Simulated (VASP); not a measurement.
# MnS in VASP: a series of runs, part 2 of 2

VASP 6.6.1. Earlier steps stand in the parts before.

## Step 5: Single point, PBEsol, collinear spin, ferromagnetic start

The input, INCAR:

```
ALGO     = Normal         # electronic algorithm
EDIFF    = 1E-6           # SCF threshold, eV
ENCUT    = 500            # plane-wave cutoff, eV
GGA      = PS             # functional
GGA_COMPAT= False        
ISIF     = 2              # what is computed and relaxed
ISMEAR   = 0              # smearing method
ISPIN    = 2              # spin polarisation
LASPH    = True           # aspherical terms in the spheres
LCHARG   = True           # write CHGCAR
LELF     = True           # ELF
LMAXMIX  = 4              # l up to which the mixer works
LORBIT   = 11             # projections on sites
LREAL    = False          # projectors in reciprocal space
LVHAR    = True         
LWAVE    = False          # write WAVECAR
MAGMOM   = 4 0            # initial moments
NBANDS   = 20             # bands
NELM     = 200            # most SCF steps
PREC     = Accurate       # precision mode
SIGMA    = 0.05           # smearing width, eV
```

The input, KPOINTS:

```
k-points
0
Gamma
  7 7 7
```

The input, POSCAR:

```
MnS
1.0
    1.8299960138      1.0565486912      2.9709202777
   -1.8299960138      1.0565486912      2.9709202777
    0.0000000000     -2.1130973823      2.9709202777
Mn S
1 1
Direct
    0.0004430000      0.0092010000      0.0063080000
    0.5063180000      0.4882590000      0.4930600000
```

Potentials or basis: VASP PAW PBE potentials, release 64 (Mn_pv, S).

Command:

```console
$ cat potpaw_PBE.64/Mn_pv/POTCAR potpaw_PBE.64/S/POTCAR > POTCAR
$ mpirun -np 1 vasp_std > vasp.out
```

OUTCAR:

```text
EDIFF = 1E-6
   ENCUT = 500
   GGA = PS
   ISIF = 2
   ISMEAR = 0
   ISPIN = 2
   LASPH = True
   LORBIT = 11
   LREAL = False
   NELM = 200
   PREC = Accurate

 ion  position               nearest neighbor table
   1  0.000  0.009  0.006-   2 2.50   2 2.55   2 2.57   2 2.60   2 2.62   2 2.67
   2  0.506  0.488  0.493-   1 2.50   1 2.55   1 2.57   1 2.60   1 2.62   1 2.67

  LATTYP: Found a trigonal (rhomboedric) cell.
 ALAT       =     3.6457575130
 COS(alpha) =     0.4960879726

  Lattice vectors:

 A1 = (   1.8299960138,   1.0565486912,   2.9709202777)
 A2 = (  -1.8299960138,   1.0565486912,   2.9709202777)
 A3 = (   0.0000000000,  -2.1130973823,   2.9709202777)

Analysis of symmetry for initial positions (statically):
=====================================================================
 Subroutine PRICEL returns:
 Original cell was already a primitive cell.

 Routine SETGRP: Setting up the symmetry group for a
 trigonal (rhombohedral) supercell.

 Subroutine GETGRP returns: Found  1 space group operations
 (whereof  1 operations were pure point group operations)
[... 741 lines left out ...]
 spin component 2

 k-point     1 :       0.0000    0.0000    0.0000
  band No.  band energies     occupation
      1     -39.2691      1.00000
      2     -39.2675      1.00000
      3     -39.2674      1.00000
      4      -7.6304      1.00000
      5       5.0450      1.00000
      6       5.0886      1.00000
[... 541 lines left out ...]
     19      21.0216      0.00000
     20      23.8578      0.00000

 [... further k-points ...]
[... 5 lines left out ...]
  --------------------------------------------------------------------------------------
  -------------------------------------------------------------------------------------
  Total       -1.2725619     -1.3058040     -1.2042084      0.0444302     -0.0246554     -0.0569043
  in kB      -59.1571992    -60.7025150    -55.9796713      2.0654127     -1.1461470     -2.6452916
  external PRESSURE =     -58.6131285 kB  Pullay stress =       0.0000000 kB

 VOLUME and BASIS-vectors are now :
 -----------------------------------------------------------------------------
  energy-cutoff  :      500.00
  volume of cell :       34.47
      direct lattice vectors                 reciprocal lattice vectors
     1.829996014  1.056548691  2.970920278     0.273224639  0.157746319  0.112198680
    -1.829996014  1.056548691  2.970920278    -0.273224639  0.157746319  0.112198680
     0.000000000 -2.113097382  2.970920278     0.000000000 -0.315492638  0.112198680

 POSITION                                       TOTAL-FORCE (eV/Angst)
 -----------------------------------------------------------------------------------
     -0.01603     -0.00314      0.04739         0.144935      0.036748     -0.244999
      0.03305      0.00894      4.41965        -0.144935     -0.036748      0.244999
 -----------------------------------------------------------------------------------
    total drift:                                0.000525     -0.000194      0.000088

  FREE ENERGIE OF THE ION-ELECTRON SYSTEM (eV)
  ---------------------------------------------------
  free  energy   TOTEN  =       -14.8853401565 eV

  energy  without entropy=      -14.8839671621  energy(sigma->0) =      -14.88465366

 total charge

# of ion       s       p       d       tot
------------------------------------------
    1        0.224   6.175   4.942  11.341
    2        1.323   2.375   0.000   3.698
--------------------------------------------------
tot          1.547   8.551   4.942  15.040

 magnetization (x)

# of ion       s       p       d       tot
------------------------------------------
    1        0.051   0.041   4.088   4.180
    2        0.026   0.070   0.000   0.097
--------------------------------------------------
tot          0.077   0.111   4.088   4.276
```

stdout:

```text
POSCAR found type information on POSCAR MnS
 POSCAR found :  2 types and       2 ions
 scaLAPACK will be used
 -----------------------------------------------------------------------------
|                                                                             |
|                                                                             |
|     You enforced a specific xc type in the INCAR file but a different       |
|     I HOPE YOU KNOW WHAT YOU ARE DOING!                                     |
|                                                                             |
 -----------------------------------------------------------------------------

 LDA part: xc-table for (Slater+PW92), standard interpolation
 POSCAR, INCAR and KPOINTS ok, starting setup
 FFT: planning ... GRIDC
 FFT: planning ... GRID_SOFT
 FFT: planning ... GRID
 WAVECAR not read
 entering main loop
```

It took 89 s on 1 thread of Intel Xeon 6975P-C (Granite Rapids), shared host; peak memory 0.29 GiB.

Results:

| Quantity | Value |
| --- | --- |
| Free energy | -14.8853 eV |
| Pressure | -5.9 GPa |
| Largest force | 0.287 eV/Å |
| Net moment | 4.62 μB per cell |
| Site moments | Mn +4.18; S +0.10 μB |
| Valence electrons inside the program's atomic spheres | Mn 11.34; S 3.70 |

Forces on the atoms (eV/Å):
```
Mn   0.145  0.037 -0.245
S   -0.145 -0.037  0.245
```

Levels at points of the mesh, in eV from the Fermi level:
Spin up:
```
           k point  band 10  band 11  band 12  band 13  band 14  band 15
(0.00, 0.00, 0.00)    -1.89    -1.87    -1.81     1.77     8.50     8.53
```
Spin down:
| k point | band 4 | band 5 | band 6 | band 7 | band 8 | band 9 | band 10 | band 11 |
| --- | --- | --- | --- | --- | --- | --- | --- | --- |
| (0.00, 0.00, 0.00) | -14.48 | -1.80 | -1.76 | -1.71 | 0.15 | 0.18 | 0.24 | 0.28 |

Caveat: the cell stands under tension; the PAW data sets were made with another functional, which shifts forces and pressure a little; a cell with one magnetic atom can't hold antiferromagnetic order, which such compounds often take; semilocal functionals often make such compounds metallic where correlation or magnetic order opens a gap, which also shifts bond lengths. With open d or f shells a metallic result of PBEsol can be an artefact of self-interaction; +U or a hybrid may open a gap.

## Step 6: Summary

```tsv
level	potentials or basis	cell	k mesh	cutoff (eV)	smearing	gap on the mesh (eV)	pressure (GPa)	moment (μB)
PBE	VASP PAW PBE potentials, release 64 (S, Mn_pv)	as given, atomic positions A	9 × 9 × 9	520	gaussian 0.1 eV	none	-1.5	4.66
PBE	VASP PAW PBE potentials, release 64 (Mn_pv, S)	as given, atomic positions A	8 × 8 × 8	500	gaussian 0.05 eV	none	-1.5	4.67
PBE	VASP PAW PBE potentials, release 64 (Mn_pv, S)	as given, atomic positions A	10 × 10 × 10	500	gaussian 0.05 eV	none	-1.3	4.68
PBEsol	VASP PAW PBE potentials, release 64 (Mn_pv, S)	as given, atomic positions B	7 × 7 × 7	500	gaussian 0.05 eV	none	-5.9	4.62
```

Alike in all rows: task single point; spin collinear, ferromagnetic start.

Caveats: a cell with one magnetic atom can't hold antiferromagnetic order, which such compounds often take; semilocal functionals often make such compounds metallic where correlation or magnetic order opens a gap, which also shifts bond lengths; the cell stands under tension (at least some runs); the PAW data sets were made with another functional, which shifts forces and pressure a little (at least some runs).

Absolute energies hang on the potentials; compare differences alone.
